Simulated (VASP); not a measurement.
Write the native input for VASP 6.6.1 that does the following.

- Task: molecular dynamics
- Functional: PBE
- Potentials or basis: VASP PAW PBE potentials, release 64 (Al, N, Ta_pv)
- Cutoff: 440 eV
- k mesh: 1 × 1 × 1, shifted
- Occupations: fermi-dirac, width 0.2482 eV
- Spin: no spin polarisation
- Dipole correction: no

The structure of Ta4Al5N9 lies in POSCAR:

```
Ta4Al5N9
1.0
    5.7043550000     -0.0555350000     -0.0206970000
   -0.0555350000      6.2992770000      0.1411560000
   -0.0206970000      0.1411560000      5.7643950000
Al N Ta
5 9 4
Direct
    0.2274979542      0.7561971509      0.5956269233
    0.3923721782      0.2314684260      0.5448778009
    0.7277650736      0.5676554903      0.5023102337
    0.8675909108      0.8438064733      0.0621361711
    0.3711855749      0.1493135554      0.0060454558
    0.8646895220      0.3515274718      0.5930584524
    0.6570324694      0.1022866582      0.3047374141
    0.3644037057      0.3891638384      0.7616250362
    0.4073388688      0.6656621598      0.3399240591
    0.0571535767      0.1053772075      0.0584889695
    0.9609387321      0.7709592245      0.4479938428
    0.4573898381      0.0091394226      0.7724890954
    0.1252420272      0.7551675378      0.9171584243
    0.3784395960      0.2986106528      0.2451457054
    0.5080718666      0.6186967509      0.0214047618
    0.9892521634      0.2854798774      0.2749528078
    0.8074170242      0.0136192518      0.5737582652
    0.0712234248      0.4033085289      0.8573779925
```

The input as run:

INCAR

```
SYSTEM = Ta4Al5N9
PREC     = Normal         ! precision mode
ENCUT    = 440            ! plane-wave cutoff, eV
EDIFF    = 1E-5           ! SCF threshold, eV
ISMEAR   = -1             ! smearing method
SIGMA    = 0.2482         ! smearing width, eV
LREAL    = Auto         
LASPH    = .TRUE.         ! aspherical terms in the spheres
NELM     = 120            ! most SCF steps
ALGO     = Normal         ! electronic algorithm
ISIF     = 2              ! what is computed and relaxed
LWAVE    = .FALSE.        ! write WAVECAR
LCHARG   = .FALSE.        ! write CHGCAR
GGA      = PE             ! functional
NBANDS   = 67             ! bands
ISYM     = -1           
IBRION   = 0              ! ionic algorithm
NSW      = 40             ! ionic steps
POTIM    = 2.0            ! step
TEBEG    = 2880.0       
TEEND    = 2880.0       
NELMIN   = 4            
RANDOM_SEED= 48127 0 0    
MDALGO   = 3            
LANGEVIN_GAMMA= 30 30 30     
GGA_COMPAT= .FALSE.      
MAXMIX   = 40
```

KPOINTS

```
explicit points
1
Reciprocal
  0.25000000   0.25000000   0.25000000 1
```

Potentials or basis: VASP PAW PBE potentials, release 64 (Al, N, Ta_pv).

Launch:

```sh
$ cat potpaw_PBE.64/Al/POTCAR potpaw_PBE.64/N/POTCAR potpaw_PBE.64/Ta_pv/POTCAR > POTCAR
$ mpirun -np 1 vasp_std > vasp.out
```

Run time: 8.5 min on 1 thread of Intel(R) Xeon(R) Platinum 8259CL CPU @ 2.50GHz (Skylake/Cascade Lake), on a shared host, peak memory 0.21 GiB.
